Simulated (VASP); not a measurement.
## PbF2: single point with PBEsol

Crystal: PbF2.

```
Pb F
1.0
     6.12283    0.00000    0.00000
     0.00000    3.05127    3.06066
     0.00000   -3.05127    3.06066
Pb F
2 4
Cartesian
  3.0614 0.0000 5.9835
  0.0000 0.0000 2.9228
  4.6826 1.5712 4.3837
  1.4403 -1.5712 4.3837
  4.5017 -1.4800 4.3837
  1.6212 1.4800 4.3837
```

```yaml
Program: VASP 6.6.1
Task: single point
Functional: PBEsol
Potentials_or_basis: VASP PAW PBE potentials, release 64 (Pb_d, F)
Cutoff: 520 eV
k_mesh: 4 × 6 × 6
Occupations: gaussian, width 0.01 eV
Spin: no spin polarisation
Dipole_correction: no
Further_INCAR_settings: ALGO = Normal; EDIFF = 1e-07; NBANDS = 37
```

```
Pressure               : -6.3 GPa
Largest force          : 0.023 eV/Å
Band gap on the k mesh : 4.28 eV
```

Forces in eV/Å, atoms in the order of the input:
```
Pb   0.000  0.000  0.011
Pb   0.000  0.000  0.011
F   -0.005 -0.022 -0.005
F    0.005  0.022 -0.005
F    0.005 -0.022 -0.005
F   -0.005  0.022 -0.005
```

Stress tensor (GPa, compression positive):
```
-6.37  0.00  0.00
 0.00 -6.29  0.00
 0.00  0.00 -6.39
```

Levels at points of the mesh, in eV from the valence-band top:
| k point | band 26 | band 27 | band 28 | band 29 | band 30 | band 31 |
| --- | --- | --- | --- | --- | --- | --- |
| (0.00, 0.00, 0.00) | -1.12 | -1.06 | -0.16 | 4.28 | 6.50 | 6.56 |
| (0.50, 0.00, 0.00) | -1.21 | -0.79 | -0.79 | 4.94 | 4.94 | 7.05 |
| (0.00, 0.50, 0.00) | -1.20 | -0.18 | -0.18 | 5.32 | 5.32 | 6.43 |
| (0.50, 0.50, 0.00) | -1.63 | 0.00 | 0.00 | 4.90 | 4.90 | 7.18 |
| (0.00, 0.50, 0.50) | -1.10 | -0.13 | -0.12 | 4.28 | 4.29 | 7.34 |
| (0.50, 0.50, 0.50) | -1.07 | 0.00 | 0.00 | 5.77 | 5.77 | 5.78 |

Wall time 50 s on 1 thread of Intel(R) Xeon(R) 6975P-C (Granite Rapids), with other jobs on the host, peak memory 0.28 GiB.

Caveat: the PAW data sets were made with another functional, which shifts forces and pressure a little; spin-orbit coupling is left out, which moves the levels of the heavy elements. A k mesh can miss the band edges.
